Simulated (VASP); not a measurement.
# CoH (Fm-3m) in VASP: a series of runs, part 2 of 2

VASP 6.6.1. Earlier steps stand in the parts before.

**3. Single point, LDA, collinear spin, ferromagnetic start**

This run uses another cell than the first one, of 5.37 Å³/atom, 1.036 times its volume.

Contents of INCAR:

```
SYSTEM = CoH
  PREC = Accurate
  ENCUT = 520
  EDIFF = 1E-7
  ISMEAR = -1
  SIGMA = 0.1
  LREAL = .FALSE.
  LASPH = .TRUE.
  NELM = 150
  ALGO = Normal
  ISIF = 2
  LWAVE = .FALSE.
  LCHARG = .FALSE.
  ISPIN = 2
  MAGMOM = 2.5 0
  LORBIT = 11
  LMAXMIX = 4
  GGA = CA
  NBANDS = 16
```

Contents of KPOINTS:

```
Automatic mesh
0
G
  10 10 10
  0 0 0
```

Contents of POSCAR:

```
CoH
1.0
    0.0000000000      1.7507733319      1.7507733319
    1.7507733319      0.0000000000      1.7507733319
    1.7507733319      1.7507733319      0.0000000000
Co H
1 1
Direct
    0.0000000000      0.0000000000      0.0000000000
    0.5000000000      0.5000000000      0.5000000000
```

Potentials or basis: VASP PAW LDA potentials, release 64 (Co, H).

On the command line:

```console
$ cat potpaw_LDA.64/Co/POTCAR potpaw_LDA.64/H/POTCAR > POTCAR
$ mpirun -np 1 vasp_std > vasp.out
```

OUTCAR:

```text
SYSTEM = CoH
   PREC = Accurate
   ENCUT = 520
   EDIFF = 1E-7
   ISMEAR = -1
   LREAL = .FALSE.
   LASPH = .TRUE.
   NELM = 150
   ISIF = 2
   ISPIN = 2
   LORBIT = 11
   GGA = CA

 ion  position               nearest neighbor table
   1  0.000  0.000  0.000-   2 1.75   2 1.75   2 1.75   2 1.75   2 1.75   2 1.75
   2  0.500  0.500  0.500-   1 1.75   1 1.75   1 1.75   1 1.75   1 1.75   1 1.75

  LATTYP: Found a face centered cubic cell.
 ALAT       =     3.5015466638

  Lattice vectors:

 A1 = (   0.0000000000,   1.7507733319,   1.7507733319)
 A2 = (   1.7507733319,   0.0000000000,   1.7507733319)
 A3 = (   1.7507733319,   1.7507733319,   0.0000000000)

Analysis of symmetry for initial positions (statically):
=====================================================================
 Subroutine PRICEL returns:
 Original cell was already a primitive cell.

 Routine SETGRP: Setting up the symmetry group for a
 face centered cubic supercell.

[... 1093 lines left out ...]
      5      12.6522      0.05134
      6      12.6526      0.05117
[... 8 lines left out ...]
     15      55.4740      0.00000
     16      56.3269      0.00000

 [... further k-points ...]

------------------------ aborting loop because EDIFF is reached ----------------------------------------

  FORCE on cell =-STRESS in cart. coord.  units (eV):
  Direction    XX          YY          ZZ          XY          YZ          ZX
  --------------------------------------------------------------------------------------
  -------------------------------------------------------------------------------------
  Total        1.9994393      1.9994393      1.9994393      0.0000000      0.0000000      0.0000000
  in kB      298.4688743    298.4688743    298.4688743      0.0000000      0.0000000      0.0000000
  external PRESSURE =     298.4688743 kB  Pullay stress =       0.0000000 kB

 VOLUME and BASIS-vectors are now :
 -----------------------------------------------------------------------------
  energy-cutoff  :      520.00
  volume of cell :       10.73
      direct lattice vectors                 reciprocal lattice vectors
     0.000000000  1.750773332  1.750773332    -0.285588083  0.285588083  0.285588083
     1.750773332  0.000000000  1.750773332     0.285588083 -0.285588083  0.285588083
     1.750773332  1.750773332  0.000000000     0.285588083  0.285588083 -0.285588083

 POSITION                                       TOTAL-FORCE (eV/Angst)
 -----------------------------------------------------------------------------------
      0.00000      0.00000      0.00000         0.000000      0.000000     -0.000000
      1.75077      1.75077      1.75077        -0.000000     -0.000000      0.000000
 -----------------------------------------------------------------------------------
    total drift:                               -0.000000      0.000000      0.000000

  FREE ENERGIE OF THE ION-ELECTRON SYSTEM (eV)
  ---------------------------------------------------
  free  energy   TOTEN  =       -11.7660970834 eV

  energy  without entropy=      -11.7252577509  energy(sigma->0) =      -11.74567742

 total charge

# of ion       s       p       d       tot
------------------------------------------
    1        0.469   0.689   7.606   8.765
    2        0.534   0.057   0.000   0.591
--------------------------------------------------
tot          1.003   0.746   7.606   9.356

 magnetization (x)

# of ion       s       p       d       tot
------------------------------------------
    1       -0.006  -0.014   0.888   0.869
    2       -0.006  -0.002   0.000  -0.009
--------------------------------------------------
tot         -0.012  -0.016   0.888   0.860
```

OSZICAR:

```text
N       E                     dE             d eps       ncg     rms          rms(c)
DAV:   1     0.287471928462E+02    0.28747E+02   -0.40709E+03  3240   0.771E+02
DAV:   2    -0.114996696469E+02   -0.40247E+02   -0.36712E+02  3472   0.156E+02
DAV:   3    -0.127877803224E+02   -0.12881E+01   -0.12821E+01  3680   0.280E+01
DAV:   4    -0.127948869137E+02   -0.71066E-02   -0.71056E-02  3760   0.195E+00
DAV:   5    -0.127949661553E+02   -0.79242E-04   -0.79243E-04  3856   0.193E-01    0.167E+01
DAV:   6    -0.119821331077E+02    0.81283E+00   -0.10126E+01  4136   0.365E+01    0.518E+00
DAV:   7    -0.117968290865E+02    0.18530E+00   -0.12888E+00  3728   0.127E+01    0.347E+00
DAV:   8    -0.117688302776E+02    0.27999E-01   -0.39587E-02  4344   0.128E+00    0.150E+00
DAV:   9    -0.117665806943E+02    0.22496E-02   -0.19658E-03  4264   0.261E-01    0.433E-01
DAV:  10    -0.117661067872E+02    0.47391E-03   -0.84527E-04  4696   0.196E-01    0.622E-02
DAV:  11    -0.117660952062E+02    0.11581E-04   -0.23793E-05  3656   0.327E-02    0.273E-02
DAV:  12    -0.117660968877E+02   -0.16815E-05   -0.30449E-06  4112   0.130E-02    0.121E-02
DAV:  13    -0.117660970511E+02   -0.16334E-06   -0.78059E-07  4168   0.740E-03    0.384E-03
DAV:  14    -0.117660970834E+02   -0.32334E-07   -0.21978E-08  2112   0.119E-03
   1 F= -.11766097E+02 E0= -.11745677E+02  d E =-.408393E-01  mag=     0.8622
```

Wall time 17 s (1 thread of Intel Xeon Platinum 8488C (Sapphire Rapids), shared host); peak memory 0.12 GiB.

Results:

| Property | Result |
| --- | --- |
| Free energy | -11.7661 eV |
| Pressure | 29.8 GPa |
| Net moment | 0.86 μB per cell |
| Site moments | Co +0.87; H -0.01 μB |
| Valence electrons inside the program's atomic spheres | Co 8.77; H 0.59 |

**4. Single point, LDA, collinear spin, ferromagnetic start**

This run uses another cell than the first one, of 5.60 Å³/atom, 1.081 times its volume.

Contents of INCAR:

```
  PREC = Accurate
  ENCUT = 520
  EDIFF = 1E-6
  ISMEAR = -1
  SIGMA = 0.1
  LREAL = False
  LASPH = True
  NELM = 150
  ALGO = Normal
  ISIF = 2
  LWAVE = False
  LCHARG = False
  ISPIN = 2
  MAGMOM = 2.5 0
  LORBIT = 11
  LMAXMIX = 4
  NBANDS = 16
```

Contents of KPOINTS:

```
regular mesh
0
Gamma
  10 10 10
```

Contents of POSCAR:

```
CoH
1.0
    0.0000000000      1.7753898566      1.7753898566
    1.7753898566      0.0000000000      1.7753898566
    1.7753898566      1.7753898566      0.0000000000
Co H
1 1
Direct
    0.0000000000      0.0000000000      0.0000000000
    0.5000000000      0.5000000000      0.5000000000
```

On the command line:

```console
$ cat potpaw_LDA.64/Co/POTCAR potpaw_LDA.64/H/POTCAR > POTCAR
$ mpirun -np 1 vasp_std > vasp.out
```

Wall time 18 s (1 thread of Intel Xeon Platinum 8488C (Sapphire Rapids), shared host); peak memory 0.13 GiB.

It converged, with:

```yaml
Free_energy: -11.8297 eV
Pressure: 14.7 GPa
Net_moment: 0.89 μB per cell
Site_moments: Co +0.90; H -0.01 μB
Valence_electrons_inside_the_program's_atomic_spheres: Co 8.66; H 0.57
```

Levels at points of the mesh, in eV from the Fermi level:
Spin up:
```csv
k point,band 4,band 5,band 6,band 7,band 8,band 9
"(0.00, 0.00, 0.00)",-2.70,-1.47,-1.47,16.51,21.42,22.50
"(0.50, 0.00, 0.00)",-2.95,-0.58,-0.58,4.86,13.43,22.63
"(0.50, 0.50, 0.00)",-0.32,-0.32,0.42,4.80,11.82,11.82
```
Spin down:
```tsv
k point	band 1	band 2	band 3	band 4	band 5	band 6	band 7	band 8	band 9
(0.00, 0.00, 0.00)	-13.35	-1.83	-1.83	-1.83	-0.67	-0.67	16.52	21.44	22.57
(0.50, 0.00, 0.00)	-6.87	-5.47	-2.20	-2.20	0.36	0.36	5.50	13.46	22.83
(0.50, 0.50, 0.00)	-8.77	-4.11	0.22	0.53	0.68	0.68	5.42	11.95	11.95
```

**5. Overview**

```tsv
cell	gap on the mesh (eV)	pressure (GPa)	moment (μB)
a = 2.447 Å, angles 60.0°, 2 atoms	none	45.0	0.84
a = 2.476 Å, angles 60.0°, 2 atoms	none	29.8	0.86
a = 2.511 Å, angles 60.0°, 2 atoms	none	14.7	0.89
```

Alike in all rows: task single point; level LDA; potentials or basis VASP PAW LDA potentials, release 64 (Co, H); spin collinear, ferromagnetic start; k mesh 10 × 10 × 10; cutoff (eV) 520; smearing fermi-dirac 0.1 eV.

Total energies depend on the potentials used, so only differences within one code and one set of settings carry meaning.
